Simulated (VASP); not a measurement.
# InGa2N3: single point with PBE

The system is InGa2N3.

```xyz
12
Lattice="-3.3214 3.3214 0.0000 3.3214 3.3214 0.0000 1.6607 -1.6607 -7.1203" Properties=species:S:1:pos:R:3 pbc="T T T"
In    0.0000    0.0000    0.0000
In    0.0000    3.3214    0.0000
Ga    3.3214    3.3214   -4.6591
Ga    0.0000    3.3214   -4.6591
Ga    1.6607    4.9822   -2.4612
Ga    1.6607    1.6607   -2.4612
N     0.0000    1.6607   -3.5601
N     0.0000    4.9822   -3.5601
N    -1.6607    3.3214   -1.3747
N     1.6607    3.3214   -1.3747
N     1.6607    0.0000   -5.7456
N     1.6607    3.3214   -5.7456
```

```json
{"Program": "VASP 6.6.1", "Task": "single point", "Functional": "PBE", "Potentials or basis": "VASP PAW PBE potentials, release 64 (In_d, Ga_d, N)", "Cutoff": "520 eV", "k mesh": "4 × 4 × 4", "Occupations": "gaussian, width 0.1 eV", "Spin": "no spin polarisation"}
```

```
Pressure               : 0.1 GPa
Largest force          : 0.008 eV/Å
Band gap on the k mesh : 0.54 eV
```

Forces in eV/Å, atoms in the order of the input:
```
In   0.000  0.000  0.000
In   0.000  0.000  0.000
Ga   0.000  0.000 -0.001
Ga   0.000  0.000 -0.001
Ga   0.000  0.000  0.001
Ga   0.000  0.000  0.001
N    0.000  0.000  0.000
N    0.000  0.000  0.000
N    0.000  0.000 -0.008
N    0.000  0.000 -0.008
N    0.000  0.000  0.008
N    0.000  0.000  0.008
```

Levels at points of the mesh, in eV from the valence-band top:
| k point | band 50 | band 51 | band 52 | band 53 | band 54 | band 55 | band 56 | band 57 | band 58 | band 59 |
| --- | --- | --- | --- | --- | --- | --- | --- | --- | --- | --- |
| (0.00, 0.00, 0.00) | -1.73 | -1.73 | -0.24 | 0.00 | 0.00 | 0.54 | 3.08 | 3.78 | 3.93 | 4.59 |
| (0.50, 0.00, 0.00) | -1.62 | -1.26 | -1.26 | -0.83 | -0.83 | 3.62 | 3.62 | 5.53 | 5.53 | 5.73 |
| (0.00, 0.50, 0.00) | -1.44 | -1.40 | -1.40 | -1.15 | -1.15 | 3.41 | 3.41 | 5.90 | 5.90 | 5.99 |
| (0.50, 0.50, 0.00) | -1.27 | -0.95 | -0.95 | -0.45 | -0.45 | 3.54 | 3.54 | 4.47 | 4.47 | 5.13 |
| (0.00, 0.00, 0.50) | -2.24 | -1.00 | -1.00 | -0.47 | -0.47 | 2.58 | 2.79 | 3.08 | 3.55 | 4.59 |
| (0.00, 0.50, 0.50) | -2.13 | -1.08 | -1.08 | -0.68 | -0.68 | 3.89 | 3.89 | 5.18 | 5.18 | 5.61 |

Run time: 6.1 min on 1 thread of Oxide Virtual Turin-like Processor, with other jobs on the host, peak memory 0.31 GiB.

Caveat: semilocal functionals underestimate gaps, and a narrow one can read as zero; spin-orbit coupling is left out, which moves the levels of the heavy elements.
